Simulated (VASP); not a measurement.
# Si16C (a cell with a defect) in VASP: a series of runs, part 2 of 2

VASP 6.6.1. Earlier steps stand in the parts before.

## (3) Single point, PBE+D3(BJ), collinear spin

File INCAR:

```
ALGO     = Normal         # electronic algorithm
EDIFF    = 1E-7           # SCF threshold, eV
ENCUT    = 520            # plane-wave cutoff, eV
GGA      = PE             # functional
ISIF     = 2              # what is computed and relaxed
ISMEAR   = 0              # smearing method
ISPIN    = 2              # spin polarisation
IVDW     = 12             # dispersion correction
LASPH    = True           # aspherical terms in the spheres
LCHARG   = False          # write CHGCAR
LORBIT   = 11             # projections on sites
LREAL    = Auto         
LWAVE    = False          # write WAVECAR
MAGMOM   = 0 0 0 0 0 0 0 0 0 0 0 0 0 0 0 0 1 # initial moments
NBANDS   = 52             # bands
NELM     = 150            # most SCF steps
PREC     = Accurate       # precision mode
SIGMA    = 0.05           # smearing width, eV
```

File KPOINTS:

```
k-points
0
Gamma
  2 2 2
```

File POSCAR:

```
Si16C
1.0
    0.0000000000      5.4300000000      5.4300000000
    5.4300000000      0.0000000000      5.4300000000
    5.4300000000      5.4300000000      0.0000000000
Si C
16 1
Direct
   -0.0297218314      0.0229523774     -0.0153784209
    0.1049900886      0.1382828488      0.1083048812
   -0.0101461789      0.0174338184      0.4812167462
    0.1125181008      0.1386005384      0.6109804463
    0.0396072599      0.5016235496     -0.0419179955
    0.1049669466      0.6492622362      0.1083540178
   -0.0102835494      0.5122160776      0.4812484798
    0.1225250646      0.6448566947      0.5883404998
    0.4715443810     -0.0014894715     -0.0161497699
    0.5953085226      0.1516815424      0.1023528443
    0.4866247243      0.0191089690      0.4759234588
    0.6163039961      0.1234467835      0.6150485151
    0.4715002524      0.5468500841     -0.0158130985
    0.6992359315      0.5581033702      0.1848458519
    0.4880007375      0.4885237114      0.5358569420
    0.6161332903      0.6459936014      0.6153387147
    0.4993225635      0.7191272683      1.0634359869
```

Potentials or basis: VASP PAW PBE potentials, release 64 (Si, C).

On the command line:

```console
> cat potpaw_PBE.64/Si/POTCAR potpaw_PBE.64/C/POTCAR > POTCAR
> mpirun -np 1 vasp_std > vasp.out
```

OUTCAR:

```text
EDIFF = 1E-7
   ENCUT = 520
   GGA = PE
   ISIF = 2
   ISMEAR = 0
   ISPIN = 2
   IVDW = 12
   LASPH = True
   LORBIT = 11
   LREAL = Auto
   NELM = 150
   PREC = Accurate
 IVDW          = 12

 ion  position               nearest neighbor table
   1  0.970  0.023  0.985-   6 2.34   2 2.34   4 2.35  10 2.35
   2  0.105  0.138  0.108-   9 2.30   5 2.31   3 2.34   1 2.34
   3  0.990  0.017  0.481-   8 2.34   2 2.34   4 2.34  12 2.35
   4  0.113  0.139  0.611-   3 2.34   7 2.34   1 2.35  11 2.35
   5  0.040  0.502  0.958-  14 2.26   6 2.31   2 2.31   8 2.33
   6  0.105  0.649  0.108-  13 2.30   5 2.31   7 2.34   1 2.34
   7  0.990  0.512  0.481-   8 2.34   6 2.34   4 2.34  16 2.35
   8  0.123  0.645  0.588-   5 2.33  15 2.34   7 2.34   3 2.34
   9  0.472  0.999  0.984-  17 1.84   2 2.30  12 2.32  10 2.48  14 2.91
[... 1048 lines left out ...]
      7.92620      5.41745      2.93888        -0.013914      0.009147      0.009369
      4.11386      1.15833      4.09546         0.001531     -0.004338     -0.000334
[... 9 lines left out ...]
      6.84903      6.68689      6.85335        -0.006491     -0.005594     -0.008560
      4.24932      3.05578      6.61618        -0.005665     -0.016051     -0.000793
 -----------------------------------------------------------------------------------
    total drift:                               -0.007371     -0.002443      0.004356

  FREE ENERGIE OF THE ION-ELECTRON SYSTEM (eV)
  ---------------------------------------------------
  free  energy   TOTEN  =       -96.4492568661 eV

  energy  without entropy=      -96.4490936631  energy(sigma->0) =      -96.44917526

 total charge

# of ion       s       p       d       tot
------------------------------------------
    1        0.738   0.958   0.000   1.696
    2        0.751   0.957   0.000   1.708
    3        0.740   0.958   0.000   1.698
    4        0.737   0.963   0.000   1.701
    5        0.758   0.975   0.000   1.733
    6        0.751   0.957   0.000   1.709
[... 9 lines left out ...]
   16        0.750   0.958   0.000   1.708
   17        0.883   1.595   0.000   2.478
--------------------------------------------------
tot         12.874  16.784   0.000  29.658

 magnetization (x)

# of ion       s       p       d       tot
------------------------------------------
    1        0.000  -0.000   0.000  -0.000
    2       -0.000  -0.000   0.000  -0.000
    3        0.000   0.000   0.000   0.000
    4        0.000   0.000   0.000   0.000
    5        0.000   0.000   0.000   0.000
    6       -0.000  -0.000   0.000  -0.000
[... 9 lines left out ...]
   16        0.000  -0.000   0.000   0.000
   17       -0.000  -0.000   0.000  -0.000
--------------------------------------------------
tot          0.000  -0.000   0.000  -0.000
```

stdout:

```text
POSCAR found type information on POSCAR SiC
 POSCAR found :  2 types and      17 ions
 scaLAPACK will be used
 LDA part: xc-table for (Slater+PW92), standard interpolation
 POSCAR, INCAR and KPOINTS ok, starting setup
 FFT: planning ... GRIDC
 FFT: planning ... GRID_SOFT
 FFT: planning ... GRID
 WAVECAR not read
 entering main loop
```

Run time: 20 min. Hardware: 1 thread of Intel Xeon 8259CL, shared host; peak memory 0.72 GiB.

Results:

- Free energy: -96.4493 eV
- Pressure: 1.6 GPa
- Largest force: 0.033 eV/Å
- Band gap on the k mesh: zero (filled and empty bands overlap)
- Net moment: 0.00 μB per cell
- Valence electrons inside the program's atomic spheres: Si 1.70, 1.71, 1.73, 1.69, 1.67, 1.65, 1.72 (each value once); C 2.48
- Dispersion energy per atom: -0.313 eV

Forces on the atoms (eV/Å):
```
Si   0.015 -0.007 -0.011
Si   0.000 -0.005 -0.001
Si  -0.006  0.004  0.000
Si   0.003 -0.003 -0.002
Si  -0.014  0.009  0.009
Si   0.002 -0.004  0.000
Si   0.001  0.005  0.003
Si   0.006  0.013  0.000
Si  -0.009  0.003 -0.001
Si  -0.010  0.005  0.000
Si  -0.001 -0.003  0.005
Si   0.010 -0.007  0.002
Si   0.003 -0.005  0.016
Si   0.016  0.028 -0.010
Si  -0.003 -0.010  0.000
Si  -0.006 -0.006 -0.009
C   -0.006 -0.016 -0.001
```

Caveat: the k points lie up to 0.50 Å⁻¹ apart, too coarse for converged energies and pressures of a metal.
